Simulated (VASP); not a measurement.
# Sn2H3 in VASP: single point with PBE

Aim: the single point of Sn2H3 with PBE.

Program: VASP 6.6.1. These are calculated values, not measurements. Logs are shortened: lines on timing, memory, paths and dates and some standing lists are left out, and cuts for length are marked.

### 1 The cell of the first run

The cell holds a wire or tube with vacuum around it, 30 atoms: a = 17.700 Å, b = 16.800 Å, c = 11.526 Å, α = 90.00°, β = 90.00°, γ = 90.00°.

### 2 Single point, PBE

The input, INCAR:

```
SYSTEM = Sn2H3
PREC = Accurate ; ENCUT = 520
EDIFF = 1E-6 ; ISMEAR = 0
SIGMA = 0.05 ; LREAL = Auto
LASPH = .True. ; NELM = 100
ALGO = Normal ; ISIF = 2
LWAVE = .False. ; LCHARG = .False.
GGA = PE ; NBANDS = 114
NCORE = 4
```

The input, KPOINTS:

```
Automatic mesh
0
Gamma
  1 1 5
  0 0 0
```

The input, POSCAR:

```
Sn2H3
1.0
   17.7000000000      0.0000000000      0.0000000000
    0.0000000000     16.8000000000      0.0000000000
    0.0000000000      0.0000000000     11.5261910506
Sn H
12 18
Direct
    0.5767443301      0.5000000000      0.1666666667
    0.4232556699      0.5000000000      0.7500000000
    0.4232556699      0.5000000000      0.5000000000
    0.5767443301      0.5000000000      0.4166666667
    0.3465113399      0.3599539348      0.1666666667
    0.6534886601      0.3599539348      0.5000000000
    0.5000000000      0.6400460652      0.8333333333
    0.5000000000      0.3599539348      0.0833333333
    0.5000000000      0.3599539348      0.8333333333
    0.5000000000      0.6400460652      0.0833333333
    0.3465113399      0.3599539348      0.4166666667
    0.6534886601      0.3599539348      0.7500000000
    0.6683619318      0.5000000000      0.1169248803
    0.3316380682      0.5000000000      0.7997417864
    0.3774468690      0.5835936976      0.4502582136
    0.6225531310      0.5835936976      0.4664084531
    0.3007025390      0.2763602372      0.1169248803
    0.3007025390      0.4435476323      0.1169248803
    0.6076798592      0.2763602372      0.4502582136
    0.7451062619      0.3599539348      0.4502582136
    0.4541911991      0.7236397628      0.7835915469
    0.5916176018      0.6400460652      0.7835915469
    0.5458088009      0.2763602372      0.1330751197
    0.4541911991      0.2763602372      0.7835915469
    0.5458088009      0.7236397628      0.1330751197
    0.4083823982      0.6400460652      0.1330751197
    0.3923201408      0.2763602372      0.4664084531
    0.2548937381      0.3599539348      0.4664084531
    0.6992974610      0.2763602372      0.7997417864
    0.6992974610      0.4435476323      0.7997417864
```

Potentials or basis: VASP PAW PBE potentials, release 64 (Sn_d, H).

Started as:

```bash
$ cat potpaw_PBE.64/Sn_d/POTCAR potpaw_PBE.64/H/POTCAR > POTCAR
$ mpirun -np 4 vasp_std > vasp.out
```

OUTCAR:

```text
SYSTEM = Sn2H3
   PREC = Accurate
   ENCUT = 520
   EDIFF = 1E-6
   ISMEAR = 0
   LREAL = Auto
   LASPH = .True.
   NELM = 100
   ISIF = 2
   GGA = PE

 ion  position               nearest neighbor table
   1  0.577  0.500  0.167-  13 1.72   4 2.88  10 2.88   8 2.88
   2  0.423  0.500  0.750-  14 1.72   7 2.88   9 2.88   3 2.88
   3  0.423  0.500  0.500-  15 1.72  11 2.88   2 2.88   4 2.88
   4  0.577  0.500  0.417-  16 1.72   6 2.88   1 2.88   3 2.88
   5  0.347  0.360  0.167-  18 1.72  17 1.72   8 2.88  11 2.88
   6  0.653  0.360  0.500-  20 1.72  19 1.72   4 2.88  12 2.88
   7  0.500  0.640  0.833-  22 1.72  21 1.72   2 2.88  10 2.88
   8  0.500  0.360  0.083-  23 1.72   5 2.88   9 2.88   1 2.88
   9  0.500  0.360  0.833-  24 1.72  12 2.88   2 2.88   8 2.88
  10  0.500  0.640  0.083-  26 1.72  25 1.72   7 2.88   1 2.88
  11  0.347  0.360  0.417-  28 1.72  27 1.72   3 2.88   5 2.88
  12  0.653  0.360  0.750-  30 1.72  29 1.72   9 2.88   6 2.88
  13  0.668  0.500  0.117-   1 1.72
  14  0.332  0.500  0.800-   2 1.72
  15  0.377  0.584  0.450-   3 1.72
  16  0.623  0.584  0.466-   4 1.72
  17  0.301  0.276  0.117-   5 1.72
  18  0.301  0.444  0.117-   5 1.72
[... 10 lines left out ...]
  29  0.699  0.276  0.800-  12 1.72
  30  0.699  0.444  0.800-  12 1.72

  LATTYP: Found a simple orthorhombic cell.
 ALAT       =    11.5261910506
 B/A-ratio  =     1.4575500203
 C/A-ratio  =     1.5356330571

  Lattice vectors:

 A1 = (   0.0000000000,   0.0000000000, -11.5261910506)
 A2 = (   0.0000000000,  16.8000000000,   0.0000000000)
 A3 = (  17.7000000000,   0.0000000000,   0.0000000000)

Analysis of symmetry for initial positions (statically):
=====================================================================
 Subroutine PRICEL returns:
 Original cell was already a primitive cell.

 Routine SETGRP: Setting up the symmetry group for a
 simple orthorhombic supercell.

 Subroutine GETGRP returns: Found  2 space group operations
 (whereof  1 operations were pure point group operations)
 out of a pool of  8 trial point group operations.

The static configuration has the point symmetry C_1 .
 The point group associated with its full space group is C_2 .

Analysis of symmetry for dynamics (positions and initial velocities):
=====================================================================
 Subroutine PRICEL returns:
 Original cell was already a primitive cell.

 Routine SETGRP: Setting up the symmetry group for a
 simple orthorhombic supercell.

 Subroutine GETGRP returns: Found  2 space group operations
 (whereof  1 operations were pure point group operations)
 out of a pool of  8 trial point group operations.

The dynamic configuration has the point symmetry C_1 .
 The point group associated with its full space group is C_2 .

 Subroutine INISYM returns: Found  2 space group operations
 (whereof  1 operations are pure point group operations),
 and found     1 'primitive' translations

----------------------------------------------------------------------------------------

                                     Primitive cell

  volume of cell :    3427.4282

  direct lattice vectors                    reciprocal lattice vectors
    17.700000000  0.000000000  0.000000000     0.056497175  0.000000000  0.000000000
     0.000000000 16.800000000  0.000000000     0.000000000  0.059523810  0.000000000
     0.000000000  0.000000000 11.526191051     0.000000000  0.000000000  0.086758930

  length of vectors
    17.700000000 16.800000000 11.526191051     0.056497175  0.059523810  0.086758930

  position of ions in fractional coordinates (direct lattice)
     0.576744330  0.500000000  0.166666667
     0.423255670  0.500000000  0.750000000
     0.423255670  0.500000000  0.500000000
     0.576744330  0.500000000  0.416666667
     0.346511340  0.359953935  0.166666667
     0.653488660  0.359953935  0.500000000
[... 22 lines left out ...]
     0.699297461  0.276360237  0.799741786
     0.699297461  0.443547632  0.799741786

  ion indices of the primitive-cell ions
   primitive index   ion index
                 1           1
                 2           2
                 3           3
                 4           4
                 5           5
                 6           6
[... 22 lines left out ...]
                29          29
                30          30

----------------------------------------------------------------------------------------

 KPOINTS: Automatic mesh

Automatic generation of k-mesh.
 Grid dimensions read from file:
 generate k-points for:    1    1    5

 Generating k-lattice:

  Cartesian coordinates                     Fractional coordinates (reciprocal lattice)
     0.056497175  0.000000000  0.000000000     1.000000000  0.000000000  0.000000000
     0.000000000  0.059523810  0.000000000     0.000000000  1.000000000  0.000000000
     0.000000000  0.000000000  0.017351786     0.000000000  0.000000000  0.200000000

  Length of vectors
     0.056497175  0.059523810  0.017351786

  Shift w.r.t. Gamma in fractional coordinates (k-lattice)
     0.000000000  0.000000000  0.000000000

 Subroutine IBZKPT returns following result:
 ===========================================

 Found      3 irreducible k-points:

 Following reciprocal coordinates:
            Coordinates               Weight
  0.000000  0.000000  0.000000      1.000000
  0.000000  0.000000  0.200000      2.000000
  0.000000  0.000000  0.400000      2.000000
   k-points           NKPTS =      3   k-points in BZ     NKDIM =      3   number of bands    NBANDS=    114
   number of dos      NEDOS =    301   number of ions     NIONS =     30
   total plane-waves  NPLWV = ******
   dimension x,y,z NGX =   140 NGY =  126 NGZ =   90
   dimension x,y,z NGXF=   280 NGYF=  252 NGZF=  180
   ions per type =              12  18
   NGX,Y,Z   is equivalent  to a cutoff of  13.15, 12.47, 12.98 a.u.
   NGXF,Y,Z  is equivalent  to a cutoff of  26.30, 24.94, 25.96 a.u.
 SYSTEM =  Sn2H3
   PREC   = accura    normal or accurate (medium, high low for compatibility)
   ISTART =      0    job   : 0-new  1-cont  2-samecut
   ICHARG =      2    charge: 1-file 2-atom 10-const
   ISPIN  =      1    spin polarized calculation?
   LNONCOLLINEAR =      F non collinear calculations
   LSORBIT =      F    spin-orbit coupling
   LASPH  =      T    aspherical Exc in radial PAW
   ENCUT  =  520.0 eV  38.22 Ry    6.18 a.u.  32.91 31.24 21.43*2*pi/ulx,y,z
   NELM   =    100;   NELMIN=  2; NELMDL= -5     # of ELM steps
   EDIFF  = 0.1E-05   stopping-criterion for ELM
   LREAL  =      T    real-space projection
   EDIFFG = 0.1E-04   stopping-criterion for IOM
   NSW    =      0    number of steps for IOM
   IBRION =     -1    ionic relax: 0-MD 1-quasi-New 2-CG
   NFREE  =      0    steps in history (QN), initial steepest desc. (CG)
   ISIF   =      2    stress and relaxation
   ISYM   =      2    0-nonsym 1-usesym 2-fastsym
   POTIM  = 0.5000    time-step for ionic-motion
   TEBEG  =    0.0;   TEEND  =   0.0 temperature during run
   PSTRESS=    0.0 pullay stress
   NELECT =     186.0000    total number of electrons
   NUPDOWN=      -1.0000    fix difference up-down
   EMIN   =  10.00;   EMAX   =-10.00  energy-range for DOS
   EFERMI =   0.00;   METHOD = LEGACY
   ISMEAR =     0;   SIGMA  =   0.05  broadening in eV -4-tet -1-fermi 0-gaus
   EFERMI_NEDOS =   21; number of points for ismear=-14 and -15
   IALGO  =     38    algorithm
   IMIX   =      4    mixing-type and parameters
     AMIX     =   0.40;   BMIX     =  1.00
     AMIX_MAG =   1.60;   BMIX_MAG =  1.00
  volume/ion in A,a.u.               =     114.25       770.98
  Fermi-wavevector in a.u.,A,eV,Ry     =   0.619807  1.171265  5.226821  0.384161
  Thomas-Fermi vector in A             =   1.678735
   LORBIT       =      0    0 simple, 1 ext, 2 COOP (PROOUT), +10 PAW based schemes
   GGA     = PE    functional components
   LHFCALC =     F    Hartree Fock is set to
   AEXX    =    0.0000 exact exchange contribution
   IVDW    =     0    specifies the selected vdW correction
   LEPSILON=     F    determine dielectric tensor
   LRPA    =     F    only Hartree local field effects (RPA)
 non-spin polarized calculation
 Gauss-broadening in eV      SIGMA  =   0.05
  energy-cutoff  :      520.00
  volume of cell :     3427.43
 maximum number of plane-waves:     92323
 NGX is ok and might be reduce to   140
   NGX = 65   NGY = 63   NGZ = 43

 number of electron     186.0000048 magnetization

 Free energy of the ion-electron system (eV)
  ---------------------------------------------------
  ext. energy  EPLUGINS =         0.00000000
  ---------------------------------------------------
  free energy    TOTEN  =       -99.59832397 eV

  energy without entropy =      -99.59832397  energy(sigma->0) =      -99.59832397

 E-fermi :  -3.8660     XC(G=0):  -1.9669

 val. band max:       -4.0912286187   @ k =   0.0000   0.0000   0.0000
 cond. band min:      -1.7298073811   @ k =   0.0000   0.0000   0.0000
 fundamental gap:      2.3614212376
 Fermi energy:        -3.8659531592

 k-point     1 :       0.0000    0.0000    0.0000
  band No.  band energies     occupation
      1     -24.6164      2.00000
      2     -24.6164      2.00000
      3     -24.6143      2.00000
      4     -24.5992      2.00000
      5     -24.5959      2.00000
      6     -24.5958      2.00000
[... 97 lines left out ...]
    104      -0.0186      0.00000
    105       0.1406      0.00000

 k-point     2 :       0.0000    0.0000    0.2000
  band No.  band energies     occupation
      1     -24.6175      2.00000
      2     -24.6150      2.00000
      3     -24.6146      2.00000
      4     -24.5989      2.00000
      5     -24.5962      2.00000
      6     -24.5949      2.00000
[... 97 lines left out ...]
    104      -0.1312      0.00000
    105       0.0002      0.00000

 k-point     3 :       0.0000    0.0000    0.4000
  band No.  band energies     occupation
      1     -24.6173      2.00000
      2     -24.6159      2.00000
      3     -24.6146      2.00000
      4     -24.5976      2.00000
      5     -24.5956      2.00000
      6     -24.5946      2.00000
[... 97 lines left out ...]
    104      -0.1314      0.00000
    105      -0.0506      0.00000
 [bands above 105 left out]

------------------------ aborting loop because EDIFF is reached ----------------------------------------

  FORCE on cell =-STRESS in cart. coord.  units (eV):
  Direction    XX          YY          ZZ          XY          YZ          ZX
  --------------------------------------------------------------------------------------
  -------------------------------------------------------------------------------------
  Total       -2.3092747     -2.3314970     -4.1988758      0.0000000      0.0000000      0.0036325
  in kB       -1.0794880     -1.0898760     -1.9627964      0.0000000      0.0000000      0.0016980
  external PRESSURE =      -1.3773868 kB  Pullay stress =       0.0000000 kB

 VOLUME and BASIS-vectors are now :
 -----------------------------------------------------------------------------
  energy-cutoff  :      520.00
  volume of cell :     3427.43
      direct lattice vectors                 reciprocal lattice vectors
    17.700000000  0.000000000  0.000000000     0.056497175  0.000000000  0.000000000
     0.000000000 16.800000000  0.000000000     0.000000000  0.059523810  0.000000000
     0.000000000  0.000000000 11.526191051     0.000000000  0.000000000  0.086758930

 POSITION                                       TOTAL-FORCE (eV/Angst)
 -----------------------------------------------------------------------------------
     10.20837      8.40000      1.92103        -0.520867      0.057296      0.181508
      7.49163      8.40000      8.64464         0.520867      0.057296     -0.181508
      7.49163      8.40000      5.76310         0.205093     -0.489337      0.181489
     10.20837      8.40000      4.80258        -0.205093     -0.489337     -0.181489
      6.13325      6.04723      1.92103         0.489231     -0.070452      0.409055
     11.56675      6.04723      5.76310        -0.178887      0.466884      0.408571
[... 22 lines left out ...]
     12.37757      4.64285      9.21798         0.095701     -0.057828      0.091897
     12.37757      7.45160      9.21798         0.049738      0.038747      0.048374
 -----------------------------------------------------------------------------------
    total drift:                                0.000000      0.013651     -0.000002

  FREE ENERGIE OF THE ION-ELECTRON SYSTEM (eV)
  ---------------------------------------------------
  free  energy   TOTEN  =       -99.5983239669 eV

  energy  without entropy=      -99.5983239669  energy(sigma->0) =      -99.59832397
```

It took 36 min on 4 MPI ranks of AMD EPYC 7R43 (Zen 3), shared host; peak memory 0.81 GiB.

Results:

```
Free energy            : -99.5983 eV
Largest force          : 0.646 eV/Å
Band gap on the k mesh : 2.36 eV
```

Forces on the atoms (eV/Å):
```
Sn  -0.521  0.057  0.182
Sn   0.521  0.057 -0.182
Sn   0.205 -0.489  0.181
Sn  -0.205 -0.489 -0.181
Sn   0.489 -0.070  0.409
Sn  -0.179  0.467  0.409
Sn  -0.311 -0.385  0.411
Sn  -0.315  0.425 -0.181
Sn   0.315  0.425  0.181
Sn   0.311 -0.385 -0.411
Sn   0.179  0.467 -0.409
Sn  -0.489 -0.070 -0.409
H    0.180  0.012 -0.083
H   -0.180  0.012  0.083
H   -0.101  0.149 -0.083
H    0.101  0.149  0.083
H   -0.096 -0.058 -0.092
H   -0.050  0.039 -0.048
H   -0.009 -0.063 -0.048
H    0.097 -0.055 -0.092
H   -0.002  0.111 -0.092
H    0.059  0.023 -0.048
H    0.079 -0.163  0.083
H   -0.079 -0.163 -0.083
H    0.002  0.111  0.092
H   -0.059  0.023  0.048
H    0.009 -0.063  0.048
H   -0.097 -0.055  0.092
H    0.096 -0.058  0.092
H    0.050  0.039  0.048
```

Caveat: spin-orbit coupling is left out, which moves the levels of the heavy elements.
